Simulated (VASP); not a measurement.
Set up this calculation in VASP 6.6.1, as the native input.

```yaml
Task: single point
Functional: PBE
Potentials_or_basis: VASP PAW PBE potentials, release 64 (Sb)
Cutoff: 520 eV
k_mesh: 12 × 12 × 7
Occupations: fermi-dirac, width 0.05 eV
Spin: no spin polarisation
Dipole_correction: no
Further_INCAR_settings: ALGO = Normal; EDIFF = 1e-06; NBANDS = 12
```

The structure of Sb lies in POSCAR:

```
Sb
1.0
    3.3353101777      0.0000000000      0.0000000000
   -1.6676550889      2.8884633434      0.0000000000
    0.0000000000      0.0000000000      5.3300000000
Sb
2
Direct
    0.3333333333      0.6666666667      0.2500000000
    0.6666666667      0.3333333333      0.7500000000
```

This cell differs from its parent crystal: equal xx and yy strain of -1 %.

These files were run (other wordings do the same):

INCAR

```
  PREC = Accurate
  ENCUT = 520
  EDIFF = 1E-6
  ISMEAR = -1
  SIGMA = 0.05
  LREAL = F
  LASPH = T
  NELM = 100
  ALGO = Normal
  ISIF = 2
  LWAVE = F
  LCHARG = T
  GGA = PE
  LELF = T
  LVHAR = T
  NBANDS = 12
```

KPOINTS

```
regular mesh
0
Gamma
  12 12 7
```

Potentials or basis: VASP PAW PBE potentials, release 64 (Sb).

Command:

```bash
$ cat potpaw_PBE.64/Sb/POTCAR > POTCAR
$ mpirun -np 1 vasp_std > vasp.out
```

Results of the run:

```json
{"Pressure": "4.4 GPa", "Band gap on the k mesh": "zero (band 5 reaches 13.40 eV, above the bottom of band 6 at 6.13 eV)"}
```

Caveat: the cell differs from its parent crystal (equal xx and yy strain of -1 %); spin-orbit coupling is left out, which moves the levels of the heavy elements.

Wall time 63 s on 1 thread of Intel Xeon 6975P-C (shared host), peak memory 0.2 GiB.
